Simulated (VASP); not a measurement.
# Br (P6/mmm) in VASP: further runs

Runs on Br. Level: PBE. Tasks: density of states.

Everything below comes from runs of VASP 6.6.1. Logs are shortened: lines on timing, memory, paths and dates and some standing lists are left out, and cuts for length are marked.

**1. The cell of the first run**

The structure is hexagonal, space group P6/mmm (No. 191). The conventional cell has a = 2.668 Å, b = 2.668 Å, c = 2.316 Å, α = 90.00°, β = 90.00°, γ = 120.00°. Br (site symmetry 6/mmm) has 8 Br at 2.32 to 2.67 Å within 3.1 Å.

**2. Density of states, PBE (volume scaled by 0.4)**

Contents of POSCAR:

```
Br
1.0
    2.6680787253      0.0000000000      0.0000000000
   -1.3340393626      2.3106239554      0.0000000000
    0.0000000000      0.0000000000      2.3155762486
Br
1
Direct
    0.0000000000      0.0000000000      0.0000000000
```

Contents of INCAR.step1:

```
SYSTEM = Br
PREC = Accurate
ENCUT = 520
EDIFF = 1E-6
ISMEAR = -1
SIGMA = 0.1
LREAL = .False.
LASPH = .True.
NELM = 60
ALGO = Normal
ISIF = 2
LWAVE = .False.
LCHARG = .True.
GGA = PE
NBANDS = 10
```

Contents of KPOINTS.step1:

```
Automatic mesh
0
Gamma
  15 15 14
  0 0 0
```

Contents of INCAR.step2:

```
SYSTEM = Br
PREC = Accurate
ENCUT = 520
EDIFF = 1E-6
ISMEAR = -5
SIGMA = 0.1
LREAL = .False.
LASPH = .True.
NELM = 60
ALGO = Normal
ISIF = 2
LWAVE = .False.
LCHARG = .False.
GGA = PE
LORBIT = 11
NBANDS = 10
NEDOS = 2001
ICHARG = 11
```

Contents of KPOINTS.step2:

```
Automatic mesh
0
Gamma
  23 23 21
  0 0 0
```

Potentials or basis: VASP PAW PBE potentials, release 64 (Br).

Launch:

```
> cat potpaw_PBE.64/Br/POTCAR > POTCAR
> cp INCAR.step1 INCAR
> cp KPOINTS.step1 KPOINTS
> mpirun -np 1 vasp_std > vasp.out
> cp INCAR.step2 INCAR
> cp KPOINTS.step2 KPOINTS
> mpirun -np 1 vasp_std > vasp.out
```

OUTCAR:

```text
SYSTEM = Br
   PREC = Accurate
   ENCUT = 520
   EDIFF = 1E-6
   ISMEAR = -5
   LREAL = .False.
   LASPH = .True.
   NELM = 60
   ISIF = 2
   GGA = PE
   LORBIT = 11
   ICHARG = 11

 ion  position               nearest neighbor table
   1  0.000  0.000  0.000-

  LATTYP: Found a hexagonal cell.
 ALAT       =     2.6680787253
 C/A-ratio  =     0.8678815309

  Lattice vectors:

 A1 = (   2.6680787253,   0.0000000000,   0.0000000000)
 A2 = (  -1.3340393626,   2.3106239554,   0.0000000000)
 A3 = (   0.0000000000,   0.0000000000,   2.3155762486)

Analysis of symmetry for initial positions (statically):
=====================================================================
 Subroutine PRICEL returns:
 Original cell was already a primitive cell.

 Routine SETGRP: Setting up the symmetry group for a
 hexagonal supercell.

 Subroutine GETGRP returns: Found 24 space group operations
 (whereof 24 operations were pure point group operations)
 out of a pool of 24 trial point group operations.

The static configuration has the point symmetry D_6h.

Analysis of symmetry for dynamics (positions and initial velocities):
=====================================================================
 Subroutine PRICEL returns:
 Original cell was already a primitive cell.

 Routine SETGRP: Setting up the symmetry group for a
 hexagonal supercell.

 Subroutine GETGRP returns: Found 24 space group operations
 (whereof 24 operations were pure point group operations)
 out of a pool of 24 trial point group operations.

The dynamic configuration has the point symmetry D_6h.

 Subroutine INISYM returns: Found 24 space group operations
 (whereof 24 operations are pure point group operations),
 and found     1 'primitive' translations

----------------------------------------------------------------------------------------

                                     Primitive cell

  volume of cell :      14.2754

  direct lattice vectors                    reciprocal lattice vectors
     2.668078725  0.000000000  0.000000000     0.374801534  0.216391767  0.000000000
    -1.334039363  2.310623955  0.000000000     0.000000000  0.432783533  0.000000000
     0.000000000  0.000000000  2.315576249     0.000000000  0.000000000  0.431857945

  length of vectors
     2.668078725  2.668078725  2.315576249     0.432783533  0.432783533  0.431857945

[... 87 lines left out ...]
   ISYM   =      2    0-nonsym 1-usesym 2-fastsym
   POTIM  = 0.5000    time-step for ionic-motion
   TEBEG  =    0.0;   TEEND  =   0.0 temperature during run
   PSTRESS=    0.0 pullay stress
   NELECT =       7.0000    total number of electrons
   NUPDOWN=      -1.0000    fix difference up-down
   EMIN   =  10.00;   EMAX   =-10.00  energy-range for DOS
   EFERMI =   0.00;   METHOD = LEGACY
   ISMEAR =    -5;   SIGMA  =   0.10  broadening in eV -4-tet -1-fermi 0-gaus
   EFERMI_NEDOS =   21; number of points for ismear=-14 and -15
   IALGO  =     38    algorithm
   IMIX   =      4    mixing-type and parameters
     AMIX     =   0.40;   BMIX     =  1.00
     AMIX_MAG =   1.60;   BMIX_MAG =  1.00
  volume/ion in A,a.u.               =      14.28        96.33
  Fermi-wavevector in a.u.,A,eV,Ry     =   1.290957  2.439555 22.675068  1.666570
  Thomas-Fermi vector in A             =   2.422757
   LORBIT       =     11    0 simple, 1 ext, 2 COOP (PROOUT), +10 PAW based schemes
   GGA     = PE    functional components
   LHFCALC =     F    Hartree Fock is set to
   AEXX    =    0.0000 exact exchange contribution
   IVDW    =     0    specifies the selected vdW correction
   LEPSILON=     F    determine dielectric tensor
   LRPA    =     F    only Hartree local field effects (RPA)
 non-spin polarized calculation
 Fermi weights with tetrahedron method with Bloechl corrections
  energy-cutoff  :      520.00
  volume of cell :       14.28
 maximum number of plane-waves:       407
 NGX is ok and might be reduce to    20

 number of electron       7.0000003 magnetization

 Free energy of the ion-electron system (eV)
  ---------------------------------------------------
  ext. energy  EPLUGINS =         0.00000000
  ---------------------------------------------------
  free energy    TOTEN  =         1.30022672 eV

  energy without entropy =        1.30022672  energy(sigma->0) =        1.30022672

 E-fermi :  11.2888     XC(G=0): -12.2405

 val. band max:       11.4355127476   @ k =   0.0000   0.0000   0.0476
 cond. band min:      11.3002002345   @ k =   0.1304   0.0870   0.2857
 fundamental gap:     -0.1353125131
 Fermi energy:        11.2888374932

 k-point     1 :       0.0000    0.0000    0.0000
  band No.  band energies     occupation
      1     -11.4484      2.00000
      2      11.3856      1.32143
      3      11.3856      0.00000
      4      13.7305      0.00000
      5      18.1128      0.00000
      6      22.1572      0.00000
      7      22.1572      0.00000
      8      22.7859      0.00000
      9      26.6432      0.00000
     10      39.3565      0.00000
[... 287 lines left out ...]
 k-point    24 :       0.0870    0.0870    0.0000
  band No.  band energies     occupation
      1     -10.9211      2.00000
      2       8.1790      2.00000
      3      10.2253      2.00000
      4      14.1423      0.00000
      5      19.7337      0.00000
      6      20.2693      0.00000
      7      23.0742      0.00000
      8      25.5964      0.00000
      9      31.4975      0.00000
     10      35.5732      0.00000

 [... further k-points ...]

------------------------ aborting loop because EDIFF is reached ----------------------------------------

  FORCE on cell =-STRESS in cart. coord.  units (eV):
  Direction    XX          YY          ZZ          XY          YZ          ZX
  --------------------------------------------------------------------------------------
  -------------------------------------------------------------------------------------
  Total       10.1088745     10.1088745     10.0624856      0.0000000      0.0000000      0.0000000
  in kB     1134.5571858   1134.5571858   1129.3507812      0.0000000      0.0000000      0.0000000
  external PRESSURE =    1132.8217176 kB  Pullay stress =       0.0000000 kB

 VOLUME and BASIS-vectors are now :
 -----------------------------------------------------------------------------
  energy-cutoff  :      520.00
  volume of cell :       14.28
      direct lattice vectors                 reciprocal lattice vectors
     2.668078725  0.000000000  0.000000000     0.374801534  0.216391767  0.000000000
    -1.334039363  2.310623955  0.000000000     0.000000000  0.432783533  0.000000000
     0.000000000  0.000000000  2.315576249     0.000000000  0.000000000  0.431857945

 POSITION                                       TOTAL-FORCE (eV/Angst)
 -----------------------------------------------------------------------------------
      0.00000      0.00000      0.00000        -0.000000      0.000000      0.000000
 -----------------------------------------------------------------------------------
    total drift:                               -0.000000     -0.000000      0.000000

  FREE ENERGIE OF THE ION-ELECTRON SYSTEM (eV)
  ---------------------------------------------------
  free  energy   TOTEN  =         1.3002267197 eV

  energy  without entropy=        1.3002267197  energy(sigma->0) =        1.30022672

 total charge

# of ion       s       p       d       tot
------------------------------------------
    1        1.699   3.215   0.181   5.096
```

OSZICAR.step1:

```text
N       E                     dE             d eps       ncg     rms          rms(c)
DAV:   1     0.202794121746E+02    0.20279E+02   -0.34103E+03  4402   0.583E+02
DAV:   2     0.171475482970E+01   -0.18565E+02   -0.17548E+02  5826   0.106E+02
DAV:   3     0.124088943169E+01   -0.47387E+00   -0.46088E+00  5286   0.138E+01
DAV:   4     0.124014003438E+01   -0.74940E-03   -0.74935E-03  5292   0.635E-01
DAV:   5     0.124013933365E+01   -0.70073E-06   -0.70077E-06  5126   0.194E-02    0.229E+01
DAV:   6     0.127550333687E+01    0.35364E-01   -0.27476E-02  4818   0.931E-01    0.136E+01
DAV:   7     0.128571101702E+01    0.10208E-01   -0.42244E-02  4754   0.118E+00    0.302E-01
DAV:   8     0.128613096466E+01    0.41995E-03   -0.15769E-03  4788   0.253E-01    0.411E-02
DAV:   9     0.128612277440E+01   -0.81903E-05   -0.42226E-05  5486   0.447E-02    0.254E-02
DAV:  10     0.128612023374E+01   -0.25407E-05   -0.26691E-06  4874   0.113E-02    0.160E-02
DAV:  11     0.128611993409E+01   -0.29965E-06   -0.61717E-07  4510   0.612E-03
   1 F= 0.12861199E+01 E0= 0.12916072E+01  d E =-.109745E-01
```

It took 28 s on 1 thread of Intel Xeon 6975P-C (Granite Rapids), shared host; peak memory 0.2 GiB.

Results:

```
Valence electrons inside the program's atomic spheres : Br 5.10
```

Caveat: the cell differs from its parent crystal (volume scaled by 0.4); an odd number of electrons without spin polarisation forces a metal; a magnetic or distorted state may lie lower; tetrahedron occupations give inexact forces and stress in metals.

**3. Density of states, PBE (volume scaled by 0.6)**

Contents of POSCAR:

```
Br
1.0
    3.1648677363      0.0000000000      0.0000000000
   -1.5824338681      2.7408558593      0.0000000000
    0.0000000000      0.0000000000      2.4685191177
Br
1
Direct
    0.0000000000      0.0000000000      0.0000000000
```

Contents of INCAR.step1:

```
SYSTEM = Br
PREC = Accurate ; ENCUT = 520
EDIFF = 1E-7 ; ISMEAR = -1
SIGMA = 0.1 ; LREAL = .FALSE.
LASPH = .TRUE. ; NELM = 100
ALGO = Normal ; ISIF = 2
LWAVE = .FALSE. ; LCHARG = .TRUE.
GGA = PE ; NBANDS = 10
```

Contents of KPOINTS.step1:

```
regular mesh
0
G
  15 15 14
  0 0 0
```

Contents of INCAR.step2:

```
SYSTEM = Br
PREC = Accurate ; ENCUT = 520
EDIFF = 1E-7 ; ISMEAR = -5
SIGMA = 0.1 ; LREAL = .FALSE.
LASPH = .TRUE. ; NELM = 100
ALGO = Normal ; ISIF = 2
LWAVE = .FALSE. ; LCHARG = .FALSE.
GGA = PE ; LORBIT = 11
NEDOS = 2001 ; ICHARG = 11
```

Contents of KPOINTS.step2:

```
regular mesh
0
G
  23 23 21
  0 0 0
```

Potentials or basis: VASP PAW PBE potentials, release 64 (Br).

Launch:

```
> cat potpaw_PBE.64/Br/POTCAR > POTCAR
> cp INCAR.step1 INCAR
> cp KPOINTS.step1 KPOINTS
> mpirun -np 1 vasp_std > vasp.out
> cp INCAR.step2 INCAR
> cp KPOINTS.step2 KPOINTS
> mpirun -np 1 vasp_std > vasp.out
```

Wall time 50 s (1 thread of Intel Xeon Platinum 8488C (Sapphire Rapids), shared host); peak memory 0.22 GiB.

It converged, with:

* Valence electrons inside the program's atomic spheres: Br 4.82

Levels at points of the mesh, in eV from the Fermi level:
| k point | band 1 | band 2 | band 3 | band 4 | band 5 | band 6 |
| --- | --- | --- | --- | --- | --- | --- |
| (0.00, 0.00, 0.00) | -17.98 | -1.06 | -1.06 | 3.61 | 6.19 | 10.81 |

Caveat: the cell differs from its parent crystal (volume scaled by 0.6); an odd number of electrons without spin polarisation forces a metal; a magnetic or distorted state may lie lower; tetrahedron occupations give inexact forces and stress in metals.

**4. Density of states, PBE**

This run uses another cell than the first one, of 35.69 Å³/atom, 2.500 times its volume.

Contents of POSCAR:

```
Br
1.0
    3.9820846266      0.0000000000      0.0000000000
   -1.9910423133      3.4485864467      0.0000000000
    0.0000000000      0.0000000000      2.5988152346
Br
1
Direct
    0.0000000000      0.0000000000      0.0000000000
```

Contents of INCAR.step1:

```
SYSTEM = Br
  PREC = Accurate
  ENCUT = 520
  EDIFF = 1E-7
  ISMEAR = -1
  SIGMA = 0.1
  LREAL = .False.
  LASPH = .True.
  NELM = 100
  ALGO = Normal
  ISIF = 2
  LWAVE = .False.
  LCHARG = .True.
  GGA = PE
  NBANDS = 10
```

Contents of KPOINTS.step1:

```
Automatic mesh
0
Gamma
  15 15 14
  0 0 0
```

Contents of INCAR.step2:

```
SYSTEM = Br
  PREC = Accurate
  ENCUT = 520
  EDIFF = 1E-7
  ISMEAR = -5
  SIGMA = 0.1
  LREAL = .False.
  LASPH = .True.
  NELM = 100
  ALGO = Normal
  ISIF = 2
  LWAVE = .False.
  LCHARG = .False.
  GGA = PE
  LORBIT = 11
  NEDOS = 1001
  ICHARG = 11
```

Contents of KPOINTS.step2:

```
Automatic mesh
0
Gamma
  23 23 21
  0 0 0
```

Launch:

```
> cat potpaw_PBE.64/Br/POTCAR > POTCAR
> cp INCAR.step1 INCAR
> cp KPOINTS.step1 KPOINTS
> mpirun -np 1 vasp_std > vasp.out
> cp INCAR.step2 INCAR
> cp KPOINTS.step2 KPOINTS
> mpirun -np 1 vasp_std > vasp.out
```

It took 2.2 min on 1 thread of Intel Xeon Platinum 8488C (Sapphire Rapids), shared host; peak memory 0.27 GiB.

The run converged. Its results:

* Valence electrons inside the program's atomic spheres: Br 4.72

Levels at points of the mesh, in eV from the Fermi level:
```csv
k point,band 1,band 2,band 3,band 4,band 5,band 6,band 7
"(0.00, 0.00, 0.00)",-15.40,-1.67,-1.67,3.88,5.29,10.16,10.16
```

Caveat: an odd number of electrons without spin polarisation forces a metal; a magnetic or distorted state may lie lower; tetrahedron occupations give inexact forces and stress in metals.
